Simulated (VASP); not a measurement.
# V (I4_1/amd) in VASP: a series of runs

Runs on V. Level: PBE. Tasks: single point.

Everything below comes from runs of VASP 6.6.1. Logs are shortened: lines on timing, memory, paths and dates and some standing lists are left out, and cuts for length are marked.

### Step 1. The cell of the first run

It takes space group I4_1/amd (No. 141, tetragonal). The conventional cell has a = 4.051 Å, b = 4.051 Å, c = 2.320 Å, α = 90.00°, β = 90.00°, γ = 90.00°. V (site symmetry -4m2) has 10 V at 2.11 to 2.67 Å within 2.8 Å.

### Step 2. Single point, PBE

INCAR reads:

```
SYSTEM = V
PREC = Accurate
ENCUT = 520
EDIFF = 1E-6
ISMEAR = -1
SIGMA = 0.05
LREAL = .False.
LASPH = .True.
NELM = 100
ALGO = Normal
ISIF = 2
LWAVE = .False.
LCHARG = .False.
GGA = PE
NBANDS = 20
```

KPOINTS reads:

```
regular mesh
0
Gamma
  17 17 17
  0 0 0
```

POSCAR reads:

```
V
1.0
   -2.0252668666      2.0252668666      1.1601877647
    2.0252668666     -2.0252668666      1.1601877647
    2.0252668666      2.0252668666     -1.1601877647
V
2
Direct
   -0.3750000000     -0.1250000000     -0.2500000000
    0.3750000000      0.1250000000      0.2500000000
```

Potentials or basis: VASP PAW PBE potentials, release 64 (V_sv).

The run is started by

```bash
$ cat potpaw_PBE.64/V_sv/POTCAR > POTCAR
$ mpirun -np 1 vasp_std > vasp.out
```

OUTCAR:

```text
SYSTEM = V
   PREC = Accurate
   ENCUT = 520
   EDIFF = 1E-6
   ISMEAR = -1
   LREAL = .False.
   LASPH = .True.
   NELM = 100
   ISIF = 2
   GGA = PE

 ion  position               nearest neighbor table
   1  0.625  0.875  0.750-   2 2.11   2 2.11   2 2.11   2 2.11   2 2.67   2 2.67   2 2.67   2 2.67

   2  0.375  0.125  0.250-   1 2.11   1 2.11   1 2.11   1 2.11   1 2.67   1 2.67   1 2.67   1 2.67

  LATTYP: Found a body centered tetragonal cell.
 ALAT       =     4.0505337332
 C/A-ratio  =     0.5728567350

  Lattice vectors:

 A1 = (  -2.0252668666,   2.0252668666,   1.1601877647)
 A2 = (   2.0252668666,  -2.0252668666,   1.1601877647)
 A3 = (   2.0252668666,   2.0252668666,  -1.1601877647)

Analysis of symmetry for initial positions (statically):
=====================================================================
 Subroutine PRICEL returns:
 Original cell was already a primitive cell.

 Routine SETGRP: Setting up the symmetry group for a
 body centered tetragonal supercell.

 Subroutine GETGRP returns: Found 16 space group operations
 (whereof  4 operations were pure point group operations)
 out of a pool of 16 trial point group operations.

The static configuration has the point symmetry C_2h.
 The point group associated with its full space group is D_4h.

Analysis of symmetry for dynamics (positions and initial velocities):
=====================================================================
 Subroutine PRICEL returns:
 Original cell was already a primitive cell.

 Routine SETGRP: Setting up the symmetry group for a
 body centered tetragonal supercell.

 Subroutine GETGRP returns: Found 16 space group operations
 (whereof  4 operations were pure point group operations)
 out of a pool of 16 trial point group operations.

The dynamic configuration has the point symmetry C_2h.
 The point group associated with its full space group is D_4h.

 Subroutine INISYM returns: Found 16 space group operations
 (whereof  4 operations are pure point group operations),
 and found     1 'primitive' translations

----------------------------------------------------------------------------------------

                                     Primitive cell

  volume of cell :      19.0350

  direct lattice vectors                    reciprocal lattice vectors
    -2.025266867  2.025266867  1.160187765     0.000000000  0.246881045  0.430964724
     2.025266867 -2.025266867  1.160187765     0.246881045  0.000000000  0.430964724
     2.025266867  2.025266867 -1.160187765     0.246881045  0.246881045  0.000000000

[... 81 lines left out ...]
   ENCUT  =  520.0 eV  38.22 Ry    6.18 a.u.   5.75  5.75  5.75*2*pi/ulx,y,z
   NELM   =    100;   NELMIN=  2; NELMDL= -5     # of ELM steps
   EDIFF  = 0.1E-05   stopping-criterion for ELM
   LREAL  =      F    real-space projection
   EDIFFG = 0.1E-04   stopping-criterion for IOM
   NSW    =      0    number of steps for IOM
   IBRION =     -1    ionic relax: 0-MD 1-quasi-New 2-CG
   NFREE  =      0    steps in history (QN), initial steepest desc. (CG)
   ISIF   =      2    stress and relaxation
   ISYM   =      2    0-nonsym 1-usesym 2-fastsym
   POTIM  = 0.5000    time-step for ionic-motion
   TEBEG  =    0.0;   TEEND  =   0.0 temperature during run
   PSTRESS=    0.0 pullay stress
   NELECT =      26.0000    total number of electrons
   NUPDOWN=      -1.0000    fix difference up-down
   EMIN   =  10.00;   EMAX   =-10.00  energy-range for DOS
   EFERMI =   0.00;   METHOD = LEGACY
   ISMEAR =    -1;   SIGMA  =   0.05  broadening in eV -4-tet -1-fermi 0-gaus
   EFERMI_NEDOS =   21; number of points for ismear=-14 and -15
   IALGO  =     38    algorithm
   IMIX   =      4    mixing-type and parameters
     AMIX     =   0.40;   BMIX     =  1.00
     AMIX_MAG =   1.60;   BMIX_MAG =  1.00
  volume/ion in A,a.u.               =       9.52        64.23
  Fermi-wavevector in a.u.,A,eV,Ry     =   1.816415  3.432526 44.890552  3.299363
  Thomas-Fermi vector in A             =   2.873832
   LORBIT       =      0    0 simple, 1 ext, 2 COOP (PROOUT), +10 PAW based schemes
   GGA     = PE    functional components
   LHFCALC =     F    Hartree Fock is set to
   AEXX    =    0.0000 exact exchange contribution
   IVDW    =     0    specifies the selected vdW correction
   LEPSILON=     F    determine dielectric tensor
   LRPA    =     F    only Hartree local field effects (RPA)
 non-spin polarized calculation
  energy-cutoff  :      520.00
  volume of cell :       19.03
 maximum number of plane-waves:       528
   NGX = 11   NGY = 11   NGZ = 11

 number of electron      25.9999986 magnetization

 Free energy of the ion-electron system (eV)
  ---------------------------------------------------
  ext. energy  EPLUGINS =         0.00000000
  ---------------------------------------------------
  free energy    TOTEN  =       -14.44259676 eV

  energy without entropy =      -14.43124966  energy(sigma->0) =      -14.43692321

 E-fermi :  15.3770     XC(G=0): -14.8302

 val. band max:       15.3761513050   @ k =  -0.3529  -0.3529   0.3529
 cond. band min:      15.3796554249   @ k =   0.2941   0.2941   0.1176
 fundamental gap:      0.0035041199
 Fermi energy:        15.3769522108

 k-point     1 :       0.0000    0.0000    0.0000
  band No.  band energies     occupation
      1     -49.1625      2.00000
      2     -47.6293      2.00000
      3     -23.6568      2.00000
      4     -23.6568      2.00000
      5     -21.4125      2.00000
      6     -21.3714      2.00000
[... 541 lines left out ...]
     19      21.5540      0.00000
     20      26.2495      0.00000

 [... further k-points ...]

------------------------ aborting loop because EDIFF is reached ----------------------------------------

  FORCE on cell =-STRESS in cart. coord.  units (eV):
  Direction    XX          YY          ZZ          XY          YZ          ZX
  --------------------------------------------------------------------------------------
  -------------------------------------------------------------------------------------
  Total       15.1475485     15.1475485     14.8747709      0.0000000     -0.0000000     -0.0000000
  in kB     1274.9705278   1274.9705278   1252.0108108      0.0000000     -0.0000000     -0.0000000
  external PRESSURE =    1267.3172888 kB  Pullay stress =       0.0000000 kB

 VOLUME and BASIS-vectors are now :
 -----------------------------------------------------------------------------
  energy-cutoff  :      520.00
  volume of cell :       19.03
      direct lattice vectors                 reciprocal lattice vectors
    -2.025266867  2.025266867  1.160187765     0.000000000  0.246881045  0.430964724
     2.025266867 -2.025266867  1.160187765     0.246881045  0.000000000  0.430964724
     2.025266867  2.025266867 -1.160187765     0.246881045  0.246881045  0.000000000

 POSITION                                       TOTAL-FORCE (eV/Angst)
 -----------------------------------------------------------------------------------
      2.02527      1.01263      0.87014        -0.000000     -0.000000     -0.000000
      0.00000      1.01263      0.29005         0.000000      0.000000      0.000000
 -----------------------------------------------------------------------------------
    total drift:                               -0.000000      0.000000      0.000000

  FREE ENERGIE OF THE ION-ELECTRON SYSTEM (eV)
  ---------------------------------------------------
  free  energy   TOTEN  =       -14.4425967625 eV

  energy  without entropy=      -14.4312496589  energy(sigma->0) =      -14.43692321
```

Wall time 38 s (1 thread of Intel Xeon 6975P-C (Granite Rapids), shared host); peak memory 0.23 GiB.

What came out:

```
Free energy            : -14.4426 eV
Pressure               : 126.7 GPa
Band gap on the k mesh : zero (band 13 reaches 16.03 eV, above the bottom of band 14 at 14.61 eV)
```

Stress tensor (GPa, compression positive):
```
127.50   0.00   0.00
  0.00 127.50   0.00
  0.00   0.00 125.20
```

Levels at points of the mesh, in eV from the Fermi level:
```csv
k point,band 9,band 10,band 11,band 12,band 13,band 14,band 15,band 16,band 17,band 18
"(0.00, 0.00, 0.00)",-7.45,-6.62,-3.31,-2.39,-1.43,2.05,2.05,2.18,2.18,5.49
```

### Step 3. Single point, PBE

This run uses another cell than the first one, of 10.64 Å³/atom, 1.118 times its volume.

INCAR reads:

```
ALGO = Normal
EDIFF = 1E-7
ENCUT = 520
GGA = PE
ISIF = 2
ISMEAR = -1
LASPH = T
LCHARG = F
LREAL = F
LWAVE = F
NBANDS = 20
NELM = 60
PREC = Accurate
SIGMA = 0.05
```

KPOINTS reads:

```
k-points
0
Gamma
  17 17 17
```

POSCAR reads:

```
V
1.0
   -2.1059385930      2.1059385930      1.1992398989
    2.1059385930     -2.1059385930      1.1992398989
    2.1059385930      2.1059385930     -1.1992398989
V
2
Direct
   -0.3750000000     -0.1250000000     -0.2500000000
    0.3750000000      0.1250000000      0.2500000000
```

Potentials or basis: VASP PAW PBE potentials, release 64 (V_sv).

The run is started by

```bash
$ cat potpaw_PBE.64/V_sv/POTCAR > POTCAR
$ mpirun -np 1 vasp_std > vasp.out
```

Run time: 40 s. Hardware: 1 thread of Intel Xeon 6975P-C (Granite Rapids), shared host; peak memory 0.25 GiB.

The run converged. Its results:

```
Free energy            : -15.8116 eV
Pressure               : 72.9 GPa
Band gap on the k mesh : zero (band 13 reaches 13.96 eV, above the bottom of band 14 at 12.92 eV)
```

Stress tensor (GPa, compression positive):
```
73.37  0.00  0.00
 0.00 73.37  0.00
 0.00  0.00 72.09
```

Levels at points of the mesh, in eV from the Fermi level:
| k point | band 9 | band 10 | band 11 | band 12 | band 13 | band 14 | band 15 | band 16 | band 17 | band 18 |
| --- | --- | --- | --- | --- | --- | --- | --- | --- | --- | --- |
| (0.00, 0.00, 0.00) | -7.32 | -5.61 | -2.80 | -2.00 | -1.13 | 2.04 | 2.04 | 2.13 | 2.13 | 4.88 |

### Step 4. Single point, PBE

INCAR reads:

```
SYSTEM = V
  ALGO = Normal
  EDIFF = 1E-7
  ENCUT = 520
  GGA = PE
  ISIF = 2
  ISMEAR = -1
  LASPH = .True.
  LCHARG = .False.
  LREAL = .False.
  LWAVE = .False.
  NBANDS = 20
  NELM = 80
  PREC = Accurate
  SIGMA = 0.05
```

KPOINTS reads:

```
k-points
0
Gamma
  17 17 17
  0 0 0
```

POSCAR is that of step 3.

The run is started by

```bash
$ cat potpaw_PBE.64/V_sv/POTCAR > POTCAR
$ mpirun -np 1 vasp_std > vasp.out
```

Run time: 39 s. Hardware: 1 thread of Intel Xeon 6975P-C (Granite Rapids), shared host; peak memory 0.25 GiB.

Results (log left out):

```yaml
Free_energy: -15.8116 eV
Pressure: 72.9 GPa
Band_gap_on_the_k_mesh: zero (band 13 reaches 13.96 eV, above the bottom of band 14 at 12.92 eV)
```

Stress tensor (GPa, compression positive):
```
73.37  0.00  0.00
 0.00 73.37  0.00
 0.00  0.00 72.09
```

Levels at points of the mesh, in eV from the Fermi level:
| k point | band 11 | band 12 | band 13 | band 14 | band 15 | band 16 |
| --- | --- | --- | --- | --- | --- | --- |
| (0.00, 0.00, 0.00) | -2.80 | -2.00 | -1.13 | 2.04 | 2.04 | 2.13 |

[end of part 1 of 2]
